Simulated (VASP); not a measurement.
# Ti4C: single point with LDA

Slab: Ti4C, a slab with vacuum.

```
CELL_PARAMETERS angstrom
2.86412 0.00000 0.00000
-1.43206 2.48040 0.00000
0.00000 0.00000 22.24124
ATOMIC_POSITIONS crystal
Ti 0.66667 0.33333 0.17985
Ti 0.33333 0.66667 0.28180
Ti 0.66667 0.33333 0.38787
Ti 0.33333 0.66667 0.48910
C 0.33333 0.66667 0.57619
```

```
Program                : VASP 6.6.1
Task                   : single point
Functional             : LDA
Potentials or basis    : VASP PAW LDA potentials, release 64 (Ti_sv, C)
Cutoff                 : 520 eV
k mesh                 : 9 × 9 × 1
Occupations            : gaussian, width 0.1 eV
Spin                   : no spin polarisation
Dipole correction      : yes
Further INCAR settings : ALGO = Normal; EDIFF = 1e-06; NBANDS = 34
```

```yaml
Largest_force: 0.569 eV/Å
Band_gap_on_the_k_mesh: zero (band 26 reaches 1.42 eV, above the bottom of band 27 at 0.52 eV)
```

Forces in eV/Å, atoms in the order of the input:
```
Ti   0.000  0.000  0.569
Ti   0.000  0.000 -0.280
Ti   0.000  0.000 -0.276
Ti   0.000  0.000 -0.066
C    0.000  0.000  0.052
```

Levels at points of the mesh, in eV from the Fermi level:
| k point | band 23 | band 24 | band 25 | band 26 | band 27 | band 28 | band 29 | band 30 |
| --- | --- | --- | --- | --- | --- | --- | --- | --- |
| (0.00, 0.00, 0.00) | -0.17 | 0.47 | 0.56 | 0.76 | 0.76 | 0.82 | 0.82 | 1.05 |

It took 2.4 min on 1 thread of Intel(R) Xeon(R) Platinum 8124M CPU @ 3.00GHz (Skylake/Cascade Lake), on a shared host, peak memory 0.26 GiB.
